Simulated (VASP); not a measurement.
CsSmF4: relaxation of cell and atoms with PBE

The system is CsSmF4.

```xyz
6
Lattice="0.0000 3.5331 3.5331 3.5331 0.0000 3.5331 3.5331 3.5331 0.0000" Properties=species:S:1:pos:R:3 pbc="T T T"
Cs    5.2996    5.2996    5.2996
Sm    0.0000    0.0000    0.0000
F     2.6396    2.6396    2.6396
F     2.6396    4.4265    4.4265
F     4.4265    4.4265    2.6396
F     4.4265    2.6396    4.4265
```

The cell was built from a structure type or drawn by symmetry, and may not be a known phase.

```json
{"Program": "VASP 6.6.1", "Task": "relaxation of cell and atoms", "Functional": "PBE", "Potentials or basis": "VASP PAW PBE potentials, release 64 (Cs_sv, Sm_3, F), 4f in core", "Cutoff": "600 eV", "k mesh": "8 × 8 × 8", "Occupations": "gaussian, width 0.02 eV", "Spin": "no spin polarisation", "Dipole correction": "no", "Mended": "yes", "Further INCAR settings": "ALGO = Normal; EDIFF = 1e-07; IBRION = 2; EDIFFG = -0.01; NSW = 100; ISIF = 3"}
```

The relaxed volume is 14.68 Å³/atom, the relaxed cell is a = 4.994 Å, b = 4.994 Å, c = 4.994 Å, α = 60.00°, β = 60.00°, γ = 60.00° and the space group after relaxing (to 0.1 Å) is F-43m (No. 216). The energy gained by relaxing is 0.0 meV/atom, the ionic steps are 2 and the pressure after relaxing is 0.0 GPa. The band gap on the k mesh is 1.87 eV (least direct gap 2.07 eV).

Final structure:
```yaml
crystal:
  lattice:
    - [0.00000, 3.53130, 3.53130]
    - [3.53130, 0.00000, 3.53130]
    - [3.53130, 3.53130, 0.00000]
  atoms:
    - { symbol: Cs, position: [0.75000, 0.75000, 0.75000] }
    - { symbol: Sm, position: [0.00000, 0.00000, 0.00000] }
    - { symbol: F, position: [0.37354, 0.37354, 0.37354] }
    - { symbol: F, position: [0.87937, 0.37354, 0.37354] }
    - { symbol: F, position: [0.37354, 0.37354, 0.87937] }
    - { symbol: F, position: [0.37354, 0.87937, 0.37354] }
```

Levels at points of the mesh, in eV from the valence-band top:
| k point | band 22 | band 23 | band 24 | band 25 | band 26 | band 27 |
| --- | --- | --- | --- | --- | --- | --- |
| (0.00, 0.00, 0.00) | 0.00 | 0.00 | 0.00 | 3.23 | 3.23 | 3.23 |
| (0.50, 0.00, 0.00) | -1.17 | -0.13 | -0.13 | 2.19 | 2.87 | 2.87 |
| (0.50, 0.50, 0.00) | -1.76 | -0.23 | -0.23 | 2.35 | 2.50 | 2.61 |

Run time: 2.6 min on 1 thread of Intel(R) Xeon(R) Platinum 8488C (Sapphire Rapids), on a shared host, peak memory 0.29 GiB.

Caveat: spin-orbit coupling is left out, which moves the levels of the heavy elements; the 4f electrons are frozen in the core, so they carry no moment and show no levels. A k mesh can miss the band edges.
